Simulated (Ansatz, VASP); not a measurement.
Two plane-wave programs on CdO5

```xyz
6
Lattice="4.4000 0.0000 0.0000 -2.2000 3.8105 0.0000 0.0000 0.0000 7.4661" Properties=species:S:1:pos:R:3 pbc="T T T"
Cd    0.0000    0.0000    0.0000
O     0.0000    0.0000    4.3412
O     0.0000    0.0000    3.1248
O     2.2000    0.0000    0.0000
O    -1.1000    1.9053    0.0000
O     1.1000    1.9053    0.0000
```

Alike in both runs: functional PBE; k mesh 6 × 6 × 4; occupations gaussian, width 0.1 eV; collinear spin.

Ansatz relaxed the structure, and its values are those at the end. VASP's run is a single point on that final structure, the one shown.

|  | VASP | Ansatz |
| --- | --- | --- |
| version | VASP 6.6.1 | Ansatz 0.2.0 |
| potentials or method | VASP PAW PBE potentials, release 64 (Cd, O), cutoff 520 eV | scalar-relativistic, plane waves, PAW |
| valence electrons in the cell | 42 | 50 |

```csv
,VASP,Ansatz,Ansatz less VASP
gap on the k mesh at the Fermi level (eV),none,none,-
pressure (GPa),1.0,0.1,-0.93
rms of the force components (eV/Å),0.442,0.006,-0.4363
net moment per atom (μB),0.21,0.55,+0.333
size of the moment on the site where the two differ most (μB),0.00,0.56,+0.554
```

The net moments are unlike, so the other rows may belong to different states. Site moments also hang on the region over which each program counts them. A gap of «none» marks a metal or a gap that the smearing closes. VASP's potentials hold 42 valence electrons a cell and Ansatz's 50, so a difference there can come from the potentials and not from the codes.

Noted on VASP's run: the standard files for N, O and F lose accuracy on very short bonds.
